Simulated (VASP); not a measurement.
Input of a VASP 6.6.1 run:

POSCAR

```
AlN
1.0
    0.0000000000      2.0188684454      2.0188684454
    2.0188684454      0.0000000000      2.0188684454
    2.0188684454      2.0188684454      0.0000000000
Al N
1 1
Direct
    0.0000000000      0.0000000000      0.0000000000
    0.5000000000      0.5000000000      0.5000000000
```

File INCAR.step1:

```
PREC = Accurate
ENCUT = 520
EDIFF = 1E-5
ISMEAR = 0
SIGMA = 0.01
LREAL = False
LASPH = True
NELM = 100
ALGO = Normal
ISIF = 2
LWAVE = True
LCHARG = False
NBANDS = 11
GGA = PE
```

File INCAR.step2:

```
PREC = Accurate
ENCUT = 520
EDIFF = 1E-6
ISMEAR = 0
SIGMA = 0.01
LREAL = False
LASPH = True
NELM = 100
ALGO = Normal
ISIF = 2
LWAVE = False
LCHARG = False
GGA = PE
LHFCALC = True
HFSCREEN = 0.2079
PRECFOCK = Normal
NBANDS = 11
ISTART = 1
```

Contents of KPOINTS:

```
Automatic mesh
0
Gamma
  8 8 8
```

Potentials or basis: VASP PAW PBE potentials, release 64 (Al, N).

Run with:

```console
$ cat potpaw_PBE.64/Al/POTCAR potpaw_PBE.64/N/POTCAR > POTCAR
$ cp INCAR.step1 INCAR
$ mpirun -np 1 vasp_std > vasp.out
$ cp INCAR.step2 INCAR
$ mpirun -np 1 vasp_std > vasp.out
```

**Question.** Predict the band gap on the k mesh.

**Answer.** 6.01 eV (least direct gap 7.26 eV).

**Question.** What does it give for the pressure?

**Answer.** -1.5 GPa.

Caveat: the PAW data sets were made with another functional, which shifts forces and pressure a little. A k mesh can miss the band edges.
